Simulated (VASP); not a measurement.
# NaI (P1) in VASP: notebook, part 2 of 2

VASP 6.6.1.

## (4) Single point, PBEsol (dynamics (nvt nose hoover) at 200 K, volume x 1.0, from the last frame before)

The input, INCAR:

```
SYSTEM = NaI
PREC = Accurate
ENCUT = 520
EDIFF = 1E-7
ISMEAR = -1
SIGMA = 0.02
LREAL = Auto
LASPH = .TRUE.
NELM = 100
ALGO = Normal
ISIF = 2
LWAVE = .FALSE.
LCHARG = .FALSE.
GGA = PS
NBANDS = 70
```

The input, KPOINTS:

```
Automatic mesh
0
G
  1 1 1
  0 0 0
```

The input, POSCAR:

```
NaI
1.0
    8.8580540000      0.0000000000      0.0000000000
    0.0000000000      8.8580540000      0.0000000000
   -2.2145135000     -2.2145135000      8.3637720000
Na I
8 8
Direct
    0.3966537433      0.1237940384      0.4366477231
    0.8824918620      0.0728302817      0.5270519091
    0.4653361743      0.6001125033      0.5928778307
    0.9318647881      0.6257264421      0.5841249618
    0.1923139861      0.2579727640     -0.0506943518
    0.6967873721      0.2889703731      0.0364279418
    0.2580639095      0.7699968916      0.0973577472
    0.7913201707      0.7866651980      0.1174374433
    0.1728101379      0.3320682549      0.6212974242
    0.7048341260      0.3473829296      0.5262906497
    0.1384601605      0.8936405873      0.3990400504
    0.6286613729      0.7766018800      0.4098319514
   -0.0775416638     -0.0111876994     -0.1435779215
    0.4351497358      0.0885611962      0.1072817384
   -0.0141562962      0.4976646974      0.0882048195
    0.4909796069      0.5705455025     -0.0701856770
```

Potentials or basis: VASP PAW PBE potentials, release 64 (Na_pv, I).

Command:

```
cat potpaw_PBE.64/Na_pv/POTCAR potpaw_PBE.64/I/POTCAR > POTCAR
mpirun -np 1 vasp_gam > vasp.out
```

OUTCAR:

```text
SYSTEM = NaI
   PREC = Accurate
   ENCUT = 520
   EDIFF = 1E-7
   ISMEAR = -1
   LREAL = Auto
   LASPH = .TRUE.
   NELM = 100
   ISIF = 2
   GGA = PS

 ion  position               nearest neighbor table
   1  0.397  0.124  0.437-  11 2.96  14 2.98
   2  0.882  0.073  0.527-  10 2.90  11 3.06  13 3.15
   3  0.465  0.600  0.593-  16 3.04  12 3.11  10 3.14
   4  0.932  0.626  0.584-  10 3.04
   5  0.192  0.258  0.949-  14 2.90  15 3.03   9 3.12
   6  0.697  0.289  0.036-  15 3.03
   7  0.258  0.770  0.097-  11 3.09  16 3.14
   8  0.791  0.787  0.117-  15 3.08  16 3.12
   9  0.173  0.332  0.621-   5 3.12
  10  0.705  0.347  0.526-   2 2.90   4 3.04   3 3.14
  11  0.138  0.894  0.399-   1 2.96   2 3.06   7 3.09
  12  0.629  0.777  0.410-   3 3.11
  13  0.922  0.989  0.856-   2 3.15
  14  0.435  0.089  0.107-   5 2.90   1 2.98
  15  0.986  0.498  0.088-   6 3.03   5 3.03   8 3.08
  16  0.491  0.571  0.930-   3 3.04   8 3.12   7 3.14

  LATTYP: Found a base centered monoclinic cell.
 ALAT       =    12.5271801030
 B/A-ratio  =     1.0000000000
 C/A-ratio  =     0.7129211347
 COS(beta)  =    -0.3506699238

  Lattice vectors:

 A1 = (   8.8580540000,   0.0000000000,   0.0000000000)
 A2 = (   0.0000000000,   8.8580540000,   0.0000000000)
 A3 = (  -2.2145135000,  -2.2145135000,   8.3637720000)

Analysis of symmetry for initial positions (statically):
=====================================================================
 Subroutine PRICEL returns:
 Original cell was already a primitive cell.

 Routine SETGRP: Setting up the symmetry group for a
 base centered monoclinic supercell.

 Subroutine GETGRP returns: Found  1 space group operations
 (whereof  1 operations were pure point group operations)
 out of a pool of  4 trial point group operations.

The static configuration has the point symmetry C_1 .

Analysis of symmetry for dynamics (positions and initial velocities):
=====================================================================
 Subroutine PRICEL returns:
 Original cell was already a primitive cell.

 Routine SETGRP: Setting up the symmetry group for a
 base centered monoclinic supercell.

 Subroutine GETGRP returns: Found  1 space group operations
 (whereof  1 operations were pure point group operations)
 out of a pool of  4 trial point group operations.

The dynamic configuration has the point symmetry C_1 .

 Subroutine INISYM returns: Found  1 space group operations
 (whereof  1 operations are pure point group operations),
 and found     1 'primitive' translations

----------------------------------------------------------------------------------------

                                     Primitive cell

  volume of cell :     656.2644

  direct lattice vectors                    reciprocal lattice vectors
     8.858054000  0.000000000  0.000000000     0.112891613  0.000000000  0.029890820
     0.000000000  8.858054000  0.000000000     0.000000000  0.112891613  0.029890820
    -2.214513500 -2.214513500  8.363772000     0.000000000  0.000000000  0.119563278

  length of vectors
     8.858054000  8.858054000  8.930891453     0.116781751  0.116781751  0.119563278

  position of ions in fractional coordinates (direct lattice)
     0.396653743  0.123794038  0.436647723
     0.882491862  0.072830282  0.527051909
     0.465336174  0.600112503  0.592877831
     0.931864788  0.625726442  0.584124962
     0.192313986  0.257972764  0.949305648
     0.696787372  0.288970373  0.036427942
[... 8 lines left out ...]
     0.985843704  0.497664697  0.088204819
     0.490979607  0.570545503  0.929814323

  ion indices of the primitive-cell ions
   primitive index   ion index
                 1           1
                 2           2
                 3           3
                 4           4
                 5           5
                 6           6
[... 8 lines left out ...]
                15          15
                16          16

----------------------------------------------------------------------------------------

 KPOINTS: Automatic mesh

Automatic generation of k-mesh.
 Grid dimensions read from file:
 generate k-points for:    1    1    1

 Generating k-lattice:

  Cartesian coordinates                     Fractional coordinates (reciprocal lattice)
     0.112891613  0.000000000  0.029890820     1.000000000  0.000000000 -0.000000000
     0.000000000  0.112891613  0.029890820     0.000000000  1.000000000 -0.000000000
     0.000000000  0.000000000  0.119563278     0.000000000  0.000000000  1.000000000

  Length of vectors
     0.116781751  0.116781751  0.119563278

  Shift w.r.t. Gamma in fractional coordinates (k-lattice)
     0.000000000  0.000000000  0.000000000

 Subroutine IBZKPT returns following result:
 ===========================================

 Found      1 irreducible k-points:

 Following reciprocal coordinates:
            Coordinates               Weight
  0.000000  0.000000  0.000000      1.000000
   k-points           NKPTS =      1   k-points in BZ     NKDIM =      1   number of bands    NBANDS=     70
   number of dos      NEDOS =    301   number of ions     NIONS =     16
   total plane-waves  NPLWV = 343000
   dimension x,y,z NGX =    70 NGY =   70 NGZ =   70
   dimension x,y,z NGXF=   140 NGYF=  140 NGZF=  140
   ions per type =               8   8
   NGX,Y,Z   is equivalent  to a cutoff of  13.14, 13.14, 13.03 a.u.
   NGXF,Y,Z  is equivalent  to a cutoff of  26.27, 26.27, 26.06 a.u.
 SYSTEM =  NaI
   PREC   = accura    normal or accurate (medium, high low for compatibility)
   ISTART =      0    job   : 0-new  1-cont  2-samecut
   ICHARG =      2    charge: 1-file 2-atom 10-const
   ISPIN  =      1    spin polarized calculation?
   LNONCOLLINEAR =      F non collinear calculations
   LSORBIT =      F    spin-orbit coupling
   LASPH  =      T    aspherical Exc in radial PAW
   ENCUT  =  520.0 eV  38.22 Ry    6.18 a.u.  16.47 16.47 16.61*2*pi/ulx,y,z
   NELM   =    100;   NELMIN=  2; NELMDL= -5     # of ELM steps
   EDIFF  = 0.1E-06   stopping-criterion for ELM
   LREAL  =      T    real-space projection
   EDIFFG = 0.1E-05   stopping-criterion for IOM
   NSW    =      0    number of steps for IOM
   IBRION =     -1    ionic relax: 0-MD 1-quasi-New 2-CG
   NFREE  =      0    steps in history (QN), initial steepest desc. (CG)
   ISIF   =      2    stress and relaxation
   ISYM   =      2    0-nonsym 1-usesym 2-fastsym
   POTIM  = 0.5000    time-step for ionic-motion
   TEBEG  =    0.0;   TEEND  =   0.0 temperature during run
   PSTRESS=    0.0 pullay stress
   NELECT =     112.0000    total number of electrons
   NUPDOWN=      -1.0000    fix difference up-down
   EMIN   =  10.00;   EMAX   =-10.00  energy-range for DOS
   EFERMI =   0.00;   METHOD = LEGACY
   ISMEAR =    -1;   SIGMA  =   0.02  broadening in eV -4-tet -1-fermi 0-gaus
   EFERMI_NEDOS =   21; number of points for ismear=-14 and -15
   IALGO  =     38    algorithm
   IMIX   =      4    mixing-type and parameters
     AMIX     =   0.40;   BMIX     =  1.00
     AMIX_MAG =   1.60;   BMIX_MAG =  1.00
  volume/ion in A,a.u.               =      41.02       276.79
  Fermi-wavevector in a.u.,A,eV,Ry     =   0.908074  1.716011 11.219342  0.824598
  Thomas-Fermi vector in A             =   2.031957
   LORBIT       =      0    0 simple, 1 ext, 2 COOP (PROOUT), +10 PAW based schemes
   GGA     = PS    functional components
   LHFCALC =     F    Hartree Fock is set to
   AEXX    =    0.0000 exact exchange contribution
   IVDW    =     0    specifies the selected vdW correction
   LEPSILON=     F    determine dielectric tensor
   LRPA    =     F    only Hartree local field effects (RPA)
 non-spin polarized calculation
  energy-cutoff  :      520.00
  volume of cell :      656.26
 maximum number of plane-waves:      8826
 NGX is ok and might be reduce to    70
   NGX = 33   NGY = 33   NGZ = 33

 number of electron     112.0000002 magnetization

 Free energy of the ion-electron system (eV)
  ---------------------------------------------------
  ext. energy  EPLUGINS =         0.00000000
  ---------------------------------------------------
  free energy    TOTEN  =       -42.02992952 eV

  energy without entropy =      -42.02992952  energy(sigma->0) =      -42.02992952

 E-fermi :   1.0248     XC(G=0):  -6.8905

 val. band max:        0.4854165698   @ k =   0.0000   0.0000   0.0000
 cond. band min:       2.7380942472   @ k =   0.0000   0.0000   0.0000
 fundamental gap:      2.2526776774
 Fermi energy:         1.0248196410

 k-point     1 :       0.0000    0.0000    0.0000
  band No.  band energies     occupation
      1     -23.1805      2.00000
      2     -23.1721      2.00000
      3     -23.1588      2.00000
      4     -23.1578      2.00000
      5     -23.1379      2.00000
      6     -23.1323      2.00000
[... 60 lines left out ...]
     67       5.7082      0.00000
     68       6.0961      0.00000
 [bands above 68 left out]

------------------------ aborting loop because EDIFF is reached ----------------------------------------

  FORCE on cell =-STRESS in cart. coord.  units (eV):
  Direction    XX          YY          ZZ          XY          YZ          ZX
  --------------------------------------------------------------------------------------
  -------------------------------------------------------------------------------------
  Total       -0.3866846      0.0534313      2.7109081     -0.2753344      3.2696208      2.8922596
  in kB       -0.9440361      0.1304451      6.6183016     -0.6721902      7.9823200      7.0610457
  external PRESSURE =       1.9349035 kB  Pullay stress =       0.0000000 kB

 VOLUME and BASIS-vectors are now :
 -----------------------------------------------------------------------------
  energy-cutoff  :      520.00
  volume of cell :      656.26
      direct lattice vectors                 reciprocal lattice vectors
     8.858054000  0.000000000  0.000000000     0.112891613  0.000000000  0.029890820
     0.000000000  8.858054000  0.000000000     0.000000000  0.112891613  0.029890820
    -2.214513500 -2.214513500  8.363772000     0.000000000  0.000000000  0.119563278

 POSITION                                       TOTAL-FORCE (eV/Angst)
 -----------------------------------------------------------------------------------
      2.54662      0.12961      3.65202         0.064879      0.135976      0.238851
      6.65000     -0.52203      4.40814         0.138015     -0.096477      0.202527
      2.80904      4.00289      4.95869        -0.016592     -0.094865     -0.013719
      6.96096      4.24917      4.88549         0.042174      0.016874     -0.021552
     -0.39872      0.18289      7.93978        -0.180555      0.164801     -0.232989
      6.09151      2.47905      0.30467        -0.014773      0.050278     -0.048766
[... 8 lines left out ...]
      8.53733      4.21301      0.73772         0.070978     -0.095138      0.065674
      2.29004      2.99484      7.77675         0.272933      0.193783      0.147545
 -----------------------------------------------------------------------------------
    total drift:                                0.008496      0.003315      0.004373

  FREE ENERGIE OF THE ION-ELECTRON SYSTEM (eV)
  ---------------------------------------------------
  free  energy   TOTEN  =       -42.0299295157 eV

  energy  without entropy=      -42.0299295157  energy(sigma->0) =      -42.02992952
```

Wall time 1.8 min (1 thread of AMD EPYC 7R13 (Zen 3), shared host); peak memory 0.62 GiB.

Results:

```
Free energy            : -42.0299 eV
Pressure               : 0.2 GPa
Largest force          : 0.415 eV/Å
Band gap on the k mesh : 2.25 eV
```

Forces on the atoms (eV/Å):
```
Na   0.065  0.136  0.239
Na   0.138 -0.096  0.203
Na  -0.017 -0.095 -0.014
Na   0.042  0.017 -0.022
Na  -0.181  0.165 -0.233
Na  -0.015  0.050 -0.049
Na   0.050 -0.072 -0.027
Na  -0.029 -0.068 -0.056
I   -0.107  0.165 -0.082
I   -0.344  0.226  0.047
I   -0.106 -0.202 -0.123
I   -0.003  0.080 -0.088
I   -0.087 -0.244  0.079
I    0.249 -0.160 -0.087
I    0.071 -0.095  0.066
I    0.273  0.194  0.148
```

Caveat: the k points lie up to 0.75 Å⁻¹ apart; the PAW data sets were made with another functional, which shifts forces and pressure a little; spin-orbit coupling is left out, which moves the levels of the heavy elements. A k mesh can miss the band edges.
